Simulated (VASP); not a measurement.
# MoS2 (R-3m) in VASP: further runs, part 2 of 2

VASP 6.6.1.

### 3 Single point, PBEsol

This run uses another cell than the first one, of 17.07 Å³/atom.

Input file INCAR:

```
ALGO = Normal
EDIFF = 1E-6
ENCUT = 520
GGA = PS
ISIF = 2
ISMEAR = 1
LASPH = T
LCHARG = F
LREAL = F
LWAVE = F
NBANDS = 20
NELM = 80
PREC = Accurate
SIGMA = 0.15
```

Input file KPOINTS:

```
k-points
0
Gamma
  12 12 12
```

Input file POSCAR:

```
MoS2
1.0
    1.5600862655      0.9007162254      6.0742379814
   -1.5600862655      0.9007162254      6.0742379814
    0.0000000000     -1.8014324507      6.0742379814
Mo S
1 2
Direct
    0.0000000000      0.0000000000      0.0000000000
    0.7545447714      0.7545447714      0.7545447714
    0.2454552286      0.2454552286      0.2454552286
```

Potentials or basis: VASP PAW PBE potentials, release 64 (Mo_sv, S).

On the command line:

```console
$ cat potpaw_PBE.64/Mo_sv/POTCAR potpaw_PBE.64/S/POTCAR > POTCAR
$ mpirun -np 1 vasp_std > vasp.out
```

OUTCAR:

```text
EDIFF = 1E-6
   ENCUT = 520
   GGA = PS
   ISIF = 2
   ISMEAR = 1
   LASPH = T
   LREAL = F
   NELM = 80
   PREC = Accurate

 ion  position               nearest neighbor table
   1  0.000  0.000  0.000-   2 2.41   2 2.41   3 2.41   3 2.41   2 2.41   3 2.41
   2  0.755  0.755  0.755-   1 2.41   1 2.41   1 2.41
   3  0.245  0.245  0.245-   1 2.41   1 2.41   1 2.41

  LATTYP: Found a trigonal (rhomboedric) cell.
 ALAT       =     6.3357340482
 COS(alpha) =     0.8787355937

  Lattice vectors:

 A1 = (   1.5600862655,   0.9007162254,   6.0742379814)
 A2 = (  -1.5600862655,   0.9007162254,   6.0742379814)
 A3 = (   0.0000000000,  -1.8014324507,   6.0742379814)

Analysis of symmetry for initial positions (statically):
=====================================================================
 Subroutine PRICEL returns:
 Original cell was already a primitive cell.

 Routine SETGRP: Setting up the symmetry group for a
 trigonal (rhombohedral) supercell.

 Subroutine GETGRP returns: Found 12 space group operations
 (whereof 12 operations were pure point group operations)
[... 159 lines left out ...]
  ---------------------------------------------------
  ext. energy  EPLUGINS =         0.00000000
  ---------------------------------------------------
  free energy    TOTEN  =       -22.64106842 eV

  energy without entropy =      -22.64132318  energy(sigma->0) =      -22.64115334

 E-fermi :   8.1609     XC(G=0): -11.3005

 val. band max:        8.1600470459   @ k =  -0.3333   0.2500   0.0000
 cond. band min:       8.1835438517   @ k =   0.2500   0.2500   0.2500
 fundamental gap:      0.0234968059
 Fermi energy:         8.1608840018

 k-point     1 :       0.0000    0.0000    0.0000
  band No.  band energies     occupation
      1     -53.4230      2.00000
      2     -27.5674      2.00000
      3     -27.3842      2.00000
      4     -27.3842      2.00000
      5      -7.0735      2.00000
      6      -5.4226      2.00000
[... 541 lines left out ...]
     19      15.9871      0.00000
     20      16.6516      0.00000

 [... further k-points ...]
[... 5 lines left out ...]
  --------------------------------------------------------------------------------------
  -------------------------------------------------------------------------------------
  Total        0.0018705      0.0018705     -0.0016869      0.0000000     -0.0000000      0.0000000
  in kB        0.0585184      0.0585184     -0.0527753      0.0000000     -0.0000000      0.0000000
  external PRESSURE =       0.0214205 kB  Pullay stress =       0.0000000 kB

 VOLUME and BASIS-vectors are now :
 -----------------------------------------------------------------------------
  energy-cutoff  :      520.00
  volume of cell :       51.21
      direct lattice vectors                 reciprocal lattice vectors
     1.560086266  0.900716225  6.074237981     0.320495098  0.185037931  0.054876568
    -1.560086266  0.900716225  6.074237981    -0.320495098  0.185037931  0.054876568
     0.000000000 -1.801432451  6.074237981     0.000000000 -0.370075862  0.054876568

 POSITION                                       TOTAL-FORCE (eV/Angst)
 -----------------------------------------------------------------------------------
      0.00000      0.00000      0.00000         0.000000      0.000000     -0.000000
      0.00000      0.00000     13.74985         0.000000     -0.000000     -0.001108
      0.00000      0.00000      4.47286         0.000000      0.000000      0.001108
 -----------------------------------------------------------------------------------
    total drift:                               -0.000000     -0.000000     -0.000000

  FREE ENERGIE OF THE ION-ELECTRON SYSTEM (eV)
  ---------------------------------------------------
  free  energy   TOTEN  =       -22.6410684189 eV

  energy  without entropy=      -22.6413231785  energy(sigma->0) =      -22.64115334
```

OSZICAR:

```text
N       E                     dE             d eps       ncg     rms          rms(c)
DAV:   1     0.180199265672E+03    0.18020E+03   -0.13529E+04  7568   0.124E+03
DAV:   2    -0.168103878018E+02   -0.19701E+03   -0.19165E+03  9208   0.317E+02
DAV:   3    -0.240383310801E+02   -0.72279E+01   -0.71449E+01  9456   0.564E+01
DAV:   4    -0.241191171991E+02   -0.80786E-01   -0.80709E-01  9152   0.625E+00
DAV:   5    -0.241202953082E+02   -0.11781E-02   -0.11780E-02  9544   0.738E-01    0.250E+01
DAV:   6    -0.232161345772E+02    0.90416E+00   -0.14002E+01  8036   0.203E+01    0.948E+00
DAV:   7    -0.228292519228E+02    0.38688E+00   -0.68336E+00  7848   0.133E+01    0.644E+00
DAV:   8    -0.226419145780E+02    0.18734E+00   -0.99950E-01  8284   0.534E+00    0.187E+00
DAV:   9    -0.226424680586E+02   -0.55348E-03   -0.30055E-02  8916   0.107E+00    0.635E-01
DAV:  10    -0.226411428966E+02    0.13252E-02   -0.10957E-02  8400   0.674E-01    0.160E-01
DAV:  11    -0.226410921301E+02    0.50766E-04   -0.65270E-04  8692   0.160E-01    0.399E-02
DAV:  12    -0.226410639400E+02    0.28190E-04   -0.91645E-05  8532   0.623E-02    0.253E-02
DAV:  13    -0.226410686085E+02   -0.46685E-05   -0.13761E-05  8692   0.201E-02    0.112E-02
DAV:  14    -0.226410684189E+02    0.18966E-06   -0.10165E-06  5192   0.633E-03
   1 F= -.22641068E+02 E0= -.22641153E+02  d E =0.254760E-03
```

Wall time 3.7 min (1 thread of Intel Xeon 6975P-C (Granite Rapids), shared host); peak memory 0.43 GiB.

Results:

- Free energy: -22.6411 eV
- Pressure: 0.0 GPa
- Band gap on the k mesh: zero (bands 13 and 14 overlap by 0.47 eV)

Levels at points of the mesh, in eV from the Fermi level:
| k point | band 10 | band 11 | band 12 | band 13 | band 14 | band 15 | band 16 | band 17 |
| --- | --- | --- | --- | --- | --- | --- | --- | --- |
| (0.00, 0.00, 0.00) | -1.65 | -1.65 | -0.82 | -0.82 | 0.10 | 0.10 | 3.27 | 3.27 |
| (0.50, 0.00, 0.00) | -4.03 | -2.75 | -2.10 | -1.29 | 1.42 | 2.16 | 3.20 | 4.00 |
| (0.50, 0.50, 0.00) | -3.92 | -2.87 | -2.50 | -1.61 | 1.42 | 1.82 | 3.80 | 4.60 |
| (0.50, 0.50, 0.50) | -3.70 | -0.80 | -0.80 | -0.23 | -0.06 | -0.06 | 3.43 | 3.43 |

Caveat: the PAW data sets were made with another functional, which shifts forces and pressure a little.

### 4 Single point, r2SCAN+rVV10

This run uses another cell than the first one, of 17.87 Å³/atom.

Input file POSCAR:

```
MoS2
1.0
    1.5952328057      0.9210080898      6.0813134055
   -1.5952328057      0.9210080898      6.0813134055
    0.0000000000     -1.8420161796      6.0813134055
Mo S
1 2
Direct
    0.0000000000      0.0000000000      0.0000000000
    0.7526263246      0.7526263246      0.7526263246
    0.2473736754      0.2473736754      0.2473736754
```

Input file INCAR.step1:

```
PREC = Accurate ; ENCUT = 520
ISMEAR = 1 ; SIGMA = 0.15
LREAL = F ; LASPH = T
NELM = 80 ; NBANDS = 20
GGA = PE ; ALGO = Normal
EDIFF = 1E-4 ; LWAVE = T
LCHARG = F
```

Input file INCAR.step2:

```
PREC = Accurate ; ENCUT = 520
EDIFF = 1E-7 ; ISMEAR = 1
SIGMA = 0.15 ; LREAL = F
LASPH = T ; NELM = 80
ALGO = Normal ; ISIF = 2
LWAVE = F ; LCHARG = F
METAGGA = R2SCAN ; LMIXTAU = T
LUSE_VDW = T ; IVDW_NL = 2
BPARAM = 11.95 ; CPARAM = 0.0093
NBANDS = 20 ; ISTART = 1
```

Input file KPOINTS:

```
Automatic mesh
0
Gamma
  12 12 12
```

On the command line:

```console
$ cat potpaw_PBE.64/Mo_sv/POTCAR potpaw_PBE.64/S/POTCAR > POTCAR
$ cp INCAR.step1 INCAR
$ mpirun -np 1 vasp_std > vasp.out
$ cp INCAR.step2 INCAR
$ mpirun -np 1 vasp_std > vasp.out
```

Wall time 17 min (1 thread of Intel Xeon 6975P-C (Granite Rapids), shared host); peak memory 0.85 GiB.

The run converged. Its results:

| Property | Result |
| --- | --- |
| Free energy | -43.6738 eV |
| Pressure | 0.1 GPa |
| Largest force | 0.017 eV/Å |
| Band gap on the k mesh | zero (bands 13 and 14 overlap by 0.80 eV) |

Forces in eV/Å, atoms in the order of the input:
```
Mo   0.000  0.000  0.000
S    0.000  0.000  0.017
S    0.000  0.000 -0.017
```

Levels at points of the mesh, in eV from the Fermi level:
| k point | band 10 | band 11 | band 12 | band 13 | band 14 | band 15 | band 16 | band 17 |
| --- | --- | --- | --- | --- | --- | --- | --- | --- |
| (0.00, 0.00, 0.00) | -1.77 | -1.30 | -0.96 | -0.96 | -0.27 | -0.27 | 3.33 | 3.33 |
| (0.50, 0.00, 0.00) | -4.38 | -3.00 | -1.95 | -1.64 | 1.14 | 2.05 | 3.32 | 4.19 |
| (0.50, 0.50, 0.00) | -4.28 | -3.03 | -2.32 | -1.93 | 1.14 | 1.80 | 3.86 | 5.03 |
| (0.50, 0.50, 0.50) | -4.13 | -0.95 | -0.95 | -0.42 | -0.42 | -0.08 | 3.48 | 3.48 |

Caveat: the PAW data sets were made with another functional, which shifts forces and pressure a little.

### 5 Single point, r2SCAN

This run uses another cell than the first one, of 18.72 Å³/atom.

Input file POSCAR:

```
MoS2
1.0
    1.6076976323      0.9282046608      6.2738118655
   -1.6076976323      0.9282046608      6.2738118655
    0.0000000000     -1.8564093216      6.2738118655
Mo S
1 2
Direct
    0.0000000000      0.0000000000      0.0000000000
    0.7492992937      0.7492992937      0.7492992937
    0.2507007063      0.2507007063      0.2507007063
```

Input file INCAR.step1:

```
PREC = Accurate ; ENCUT = 520
ISMEAR = 1 ; SIGMA = 0.15
LREAL = False ; LASPH = True
NELM = 80 ; NBANDS = 20
GGA = PE ; ALGO = Normal
EDIFF = 1E-4 ; LWAVE = True
LCHARG = False
```

Input file INCAR.step2:

```
PREC = Accurate ; ENCUT = 520
EDIFF = 1E-7 ; ISMEAR = 1
SIGMA = 0.15 ; LREAL = False
LASPH = True ; NELM = 80
ALGO = Normal ; ISIF = 2
LWAVE = False ; LCHARG = False
METAGGA = R2SCAN ; LMIXTAU = True
NBANDS = 20 ; ISTART = 1
```

KPOINTS is that of step 4.

On the command line:

```console
$ cat potpaw_PBE.64/Mo_sv/POTCAR potpaw_PBE.64/S/POTCAR > POTCAR
$ cp INCAR.step1 INCAR
$ mpirun -np 1 vasp_std > vasp.out
$ cp INCAR.step2 INCAR
$ mpirun -np 1 vasp_std > vasp.out
```

It took 24 min on 1 thread of Intel Xeon 6975P-C (Granite Rapids), shared host; peak memory 0.5 GiB.

Results (log left out):

```
Free energy            : -44.1536 eV
Pressure               : 0.0 GPa
Band gap on the k mesh : zero (bands 13 and 14 overlap by 0.94 eV)
```

Forces in eV/Å, atoms in the order of the input:
```
Mo   0.000  0.000  0.000
S    0.000  0.000  0.002
S    0.000  0.000 -0.002
```

Stress tensor (GPa, compression positive):
```
 0.05  0.00  0.00
 0.00  0.05  0.00
 0.00  0.00 -0.02
```

Levels at points of the mesh, in eV from the Fermi level:
```tsv
k point	band 10	band 11	band 12	band 13	band 14	band 15	band 16	band 17
(0.00, 0.00, 0.00)	-2.01	-1.15	-1.00	-1.00	-0.39	-0.39	3.34	3.34
(0.50, 0.00, 0.00)	-4.40	-3.01	-1.92	-1.75	1.02	1.93	3.40	4.19
(0.50, 0.50, 0.00)	-4.34	-3.03	-2.17	-1.93	1.02	1.75	3.76	4.93
(0.50, 0.50, 0.50)	-3.90	-0.99	-0.99	-0.47	-0.47	-0.14	3.44	3.44
```

Caveat: the PAW data sets were made with another functional, which shifts forces and pressure a little.

### 6 The runs side by side

```tsv
level	potentials or basis	cell	gap on the mesh (eV)	pressure (GPa)	largest force (eV/Å)
LDA	VASP PAW LDA potentials, release 64 (Mo_sv, S)	a = 6.191 Å, angles 29.0°, 3 atoms, atomic positions A	none	0.1	0.02
PBEsol	VASP PAW PBE potentials, release 64 (Mo_sv, S)	a = 6.336 Å, angles 28.5°, 3 atoms, atomic positions B	none	0.0	-
r2SCAN+rVV10	VASP PAW PBE potentials, release 64 (Mo_sv, S)	a = 6.354 Å, angles 29.1°, 3 atoms, atomic positions C	none	0.1	0.02
r2SCAN	VASP PAW PBE potentials, release 64 (Mo_sv, S)	a = 6.543 Å, angles 28.4°, 3 atoms, atomic positions D	none	0.0	-
```

Alike in all rows: task single point; no spin polarisation; k mesh 12 × 12 × 12; cutoff (eV) 520; smearing methfessel-paxton 0.15 eV.

Caveats: the PAW data sets were made with another functional, which shifts forces and pressure a little (at least some runs).

Total energies depend on the potentials used, so only differences within one code and one set of settings carry meaning.
